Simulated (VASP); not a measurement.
Runs of VASP 6.6.1 on Rb. The structure is that of space group R-3m (No. 166), or close to it. The cells are those of the table. 

| cell | further INCAR settings | gap on the mesh (eV) | pressure (GPa) |
| --- | --- | --- | --- |
| a = 5.863 Å, angles 117.0°, 1 atom | ALGO = Fast; EDIFF = 1e-07; NBANDS = 10 | none | (a) |
| a = 5.296 Å, angles 114.3°, 1 atom | ALGO = Fast; EDIFF = 1e-07; NBANDS = 10 | none | 0.2 |
| a = 5.554 Å, angles 115.8°, 1 atom | ALGO = Fast; EDIFF = 1e-07; NBANDS = 10 | none | 0.6 |
| a = 4.566 Å, angles 101.6°, 1 atom | ALGO = Fast; EDIFF = 1e-07; NBANDS = 10 | none | 0.0 |
| a = 5.051 Å, angles 112.1°, 1 atom | ALGO = Fast; EDIFF = 1e-06; NBANDS = 10 | none | 0.0 |
| a = 4.684 Å, angles 105.7°, 1 atom | ALGO = Fast; EDIFF = 1e-07; NBANDS = 10 | none | 0.0 |
| a = 4.479 Å, angles 95.9°, 1 atom | ALGO = Fast; EDIFF = 1e-06; NBANDS = 10 | none | 0.1 |

Alike in all rows: task single point; level PBEsol; potentials or basis VASP PAW PBE potentials, release 64 (Rb_sv); no spin polarisation; k mesh 14 × 14 × 14; cutoff (eV) 520; smearing gaussian 0.15 eV.

Problem. Estimate the missing entries.

Solution. (a) 1.4.

Caveats: the PAW data sets were made with another functional, which shifts forces and pressure a little.

A k mesh can miss the band edges, and the runs leave out spin-orbit coupling on Rb.

A gap of «none» marks levels without a gap at the run's occupations.
